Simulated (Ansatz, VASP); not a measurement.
**Two plane-wave programs on MoS2**

Contents of INCAR:

```
SYSTEM = MoS2
PREC     = Accurate       ! precision mode
ENCUT    = 520            ! plane-wave cutoff, eV
EDIFF    = 1E-7           ! SCF threshold, eV
ISMEAR   = 0              ! smearing method
SIGMA    = 0.02           ! smearing width, eV
LREAL    = .FALSE.        ! projectors in reciprocal space
LASPH    = .TRUE.         ! aspherical terms in the spheres
NELM     = 80             ! most SCF steps
ALGO     = Normal         ! electronic algorithm
ISIF     = 2              ! what is computed and relaxed
LWAVE    = .FALSE.        ! write WAVECAR
LCHARG   = .TRUE.         ! write CHGCAR
GGA      = PE             ! functional
LELF     = .TRUE.         ! ELF
LVHAR    = .TRUE.       
NBANDS   = 49             ! bands
```

File KPOINTS:

```
regular mesh
0
G
  12 12 2
  0 0 0
```

Contents of POSCAR:

```
MoS2
1.0
    3.1851766542      0.0000000000      0.0000000000
   -1.5925883271      2.7584438980      0.0000000000
    0.0000000000      0.0000000000     22.3149950754
Mo S
3 6
Direct
    0.0000000000      0.0000000000      0.0002222414
    0.6666666667      0.3333333333      0.3335555747
    0.3333333333      0.6666666667      0.6668889081
    0.3333333333      0.6666666667      0.2635335775
    0.6666666667      0.3333333333      0.0702431811
    0.0000000000      0.0000000000      0.5968669108
    0.3333333333      0.6666666667      0.4035765145
    0.6666666667      0.3333333333      0.9302002441
    0.0000000000      0.0000000000      0.7369098478
```

Input for Ansatz:

```yaml
crystal:
  lattice:
    - [3.1851766542, 0.0, 0.0]
    - [-1.5925883271, 2.758443898, 0.0]
    - [0.0, 0.0, 22.3149950754]
  atoms:
    - { symbol: Mo, position: [0.0, 0.0, 0.0002222414] }
    - { symbol: Mo, position: [0.6666666667, 0.3333333333, 0.3335555747] }
    - { symbol: Mo, position: [0.3333333333, 0.6666666667, 0.6668889081] }
    - { symbol: S, position: [0.3333333333, 0.6666666667, 0.2635335775] }
    - { symbol: S, position: [0.6666666667, 0.3333333333, 0.0702431811] }
    - { symbol: S, position: [0.0, 0.0, 0.5968669108] }
    - { symbol: S, position: [0.3333333333, 0.6666666667, 0.4035765145] }
    - { symbol: S, position: [0.6666666667, 0.3333333333, 0.9302002441] }
    - { symbol: S, position: [0.0, 0.0, 0.7369098478] }
basis:
  ecutwfc: 420
kpoints:
  mp_grid: { grid: [12, 12, 2] }
hamiltonian:
  xc: pbe
scf:
  occupations: { method: gaussian, width: 0.02 }
output:
  forces: true
  stress: true
  eigenvalues: true
  write_density: true
  write_potential: true
  elf: true
  volumetric_format: npy
```

Alike in both runs: task single point; functional PBE; k mesh 12 × 12 × 2; occupations gaussian, width 0.02 eV; no spin polarisation.

```csv
,VASP,Ansatz
version,VASP 6.6.1,Ansatz 0.2.0
potentials or method,"VASP PAW PBE potentials, release 64 (Mo_sv, S), cutoff 520 eV","scalar-relativistic, plane waves, PAW"
valence electrons in the cell,78,78
```

Ansatz gave:

```
gap on the k mesh at the Fermi level (eV) : 1.45
least direct gap on the mesh (eV)         : 1.67
pressure (GPa)                            : 0.0
rms of the force components (eV/Å)        : 0.000
```

Q: Which values does VASP return?

A: gap on the k mesh at the Fermi level (eV): 1.46; least direct gap on the mesh (eV): 1.68; pressure (GPa): -0.1; rms of the force components (eV/Å): 0.005.

Atom by atom the forces differ by 0.005 eV/Å (rms over components). The functional is the same, so the differences come from potentials, cutoffs and numerics.
